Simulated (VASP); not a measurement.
A run of VASP 6.6.1 is set up as follows.

Contents of INCAR:

```
SYSTEM = Li4NbO4
  PREC = Accurate
  ENCUT = 520
  EDIFF = 1E-7
  ISMEAR = 0
  SIGMA = 0.05
  LREAL = .False.
  LASPH = .True.
  NELM = 80
  ALGO = Normal
  ISIF = 2
  LWAVE = .False.
  LCHARG = .False.
  GGA = PS
  NBANDS = 34
```

Contents of KPOINTS:

```
regular mesh
0
Gamma
  10 10 10
  0 0 0
```

POSCAR

```
Li4NbO4
1.0
   -3.8119495391      3.8119495391      1.6301049253
    3.8119495391     -3.8119495391      1.6301049253
    3.8119495391      3.8119495391     -1.6301049253
Li Nb O
4 1 4
Direct
    0.3075937727      0.1307668100      0.4383605826
    0.8426719780      0.3341549847      0.1768269627
    0.1573280220      0.6658450153      0.8231730373
    0.6658450153      0.8426719780      0.5085169933
    0.0000000000      0.0000000000      0.0000000000
    0.7589255465      0.0797104317      0.8386359782
    0.9202895683      0.7589255465      0.6792151148
    0.0797104317      0.2410744535      0.3207848852
    0.2410744535      0.9202895683      0.1613640218
```

Potentials or basis: VASP PAW PBE potentials, release 64 (Li_sv, Nb_sv, O).

Run with:

```console
$ cat potpaw_PBE.64/Li_sv/POTCAR potpaw_PBE.64/Nb_sv/POTCAR potpaw_PBE.64/O/POTCAR > POTCAR
$ mpirun -np 1 vasp_std > vasp.out
```

(1) What does it give for the band gap on the k mesh?

(2) Estimate the largest force.

Results:

(1) zero (an odd number of electrons rules out a gap without spin polarisation).

(2) 2.531 eV/Å.

Caveat: the cell differs from its parent crystal (atom 1 (Li) moved by -0.203 Å along [1 0 0] and +0.203 Å along [0 1 0]); the PAW data sets were made with another functional, which shifts forces and pressure a little; an odd number of electrons without spin polarisation forces a metal; a magnetic or distorted state may lie lower.
